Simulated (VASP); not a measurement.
GaP (zincblende type), 2 atoms in the cell. The structure is cubic, space group F-43m (No. 216). Conventional cell: a = 4.646 Å, b = 4.646 Å, c = 4.646 Å, α = 90.00°, β = 90.00°, γ = 90.00°. Within 2.7 Å of Ga (site symmetry -43m) lie 4 P at 2.01 Å. Within 2.7 Å of P (site symmetry -43m) lie 4 Ga at 2.01 Å.  This cell differs from its parent crystal: volume scaled by 0.64.

| Item | Value |
| --- | --- |
| Program | VASP 6.6.1 |
| Task | single point |
| Functional | LDA |
| Potentials or basis | VASP PAW LDA potentials, release 64 (Ga_d, P) |
| Cutoff | 520 eV |
| k mesh | 13 × 13 × 13 |
| Occupations | fermi-dirac, width 0.1 eV |
| Spin | no spin polarisation |
| Dipole correction | no |
| Further INCAR settings | ALGO = Normal; EDIFF = 1e-07; NBANDS = 16 |

Potentials or basis: VASP PAW LDA potentials, release 64 (Ga_d, P).

The run is started by

```console
$ cat potpaw_LDA.64/Ga_d/POTCAR potpaw_LDA.64/P/POTCAR > POTCAR
$ mpirun -np 1 vasp_std > vasp.out
```

Hardware: 1 thread of Intel(R) Xeon(R) Platinum 8488C (Sapphire Rapids), with other jobs on the host.

Question: How long does it take, and how much memory?

Answer: Run time: 12 s on 1 thread of Intel(R) Xeon(R) Platinum 8488C (Sapphire Rapids) (shared host), peak memory 0.15 GiB. Counts: scf iterations 13, k points 84.
